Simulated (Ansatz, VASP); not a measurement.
## LiH: VASP beside Ansatz

The input POSCAR:

```
LiH
1.0
    0.0000000000      2.0502388037      2.0502388037
    2.0502388037      0.0000000000      2.0502388037
    2.0502388037      2.0502388037      0.0000000000
Li H
1 1
Direct
    0.0000000000      0.0000000000      0.0000000000
    0.5000000000      0.5000000000      0.5000000000
```

INCAR.step1

```
  PREC = Accurate
  ENCUT = 520
  EDIFF = 1E-5
  ISMEAR = -1
  SIGMA = 0.05
  LREAL = False
  LASPH = True
  NELM = 100
  ALGO = Normal
  ISIF = 2
  LWAVE = True
  LCHARG = False
  GGA = PE
  NBANDS = 9
```

Contents of INCAR.step2:

```
  PREC = Accurate
  ENCUT = 520
  EDIFF = 1E-6
  ISMEAR = -1
  SIGMA = 0.05
  LREAL = False
  LASPH = True
  NELM = 100
  ALGO = Normal
  ISIF = 2
  LWAVE = False
  LCHARG = False
  GGA = PE
  LHFCALC = True
  HFSCREEN = 0.2079
  PRECFOCK = Normal
  ISTART = 1
  NBANDS = 9
```

File KPOINTS:

```
regular mesh
0
Gamma
  6 6 6
```

input

```
crystal:
  lattice:
    - [0.0, 2.0502388037, 2.0502388037]
    - [2.0502388037, 0.0, 2.0502388037]
    - [2.0502388037, 2.0502388037, 0.0]
  atoms:
    - { symbol: Li, position: [0.0, 0.0, 0.0] }
    - { symbol: H, position: [0.5, 0.5, 0.5] }
hamiltonian:
  xc: hse06
  pseudopotentials: { kind: paw }
kpoints:
  mp_grid: { grid: [6, 6, 6] }
scf:
  occupations: { method: fermi_dirac, width: 0.05 }
output:
  forces: true
  stress: true
  eigenvalues: true
```

Alike in both runs: task single point; functional HSE06; k mesh 6 × 6 × 6; occupations fermi-dirac, width 0.05 eV; no spin polarisation.

|  | VASP | Ansatz |
| --- | --- | --- |
| version | VASP 6.6.1 | Ansatz 0.2.0 |
| potentials or method | VASP PAW PBE potentials, release 64 (Li_sv, H) | Ansatz PAW |
| plane-wave cutoff (eV) | 520 | 420 |
| valence electrons in the cell | 4 | 4 |

```csv
,VASP,Ansatz,Ansatz less VASP
gap on the k mesh at the Fermi level (eV),4.01,4.01,+0.003
least direct gap on the mesh (eV),4.01,4.01,+0.003
```

With one functional, cell and mesh, what is left measures potentials, basis and numerics.

The k mesh is coarse, so the values compare programs but aren't converged. Noted on VASP's run: the cutoff is short for stress, so the pressure is rough.
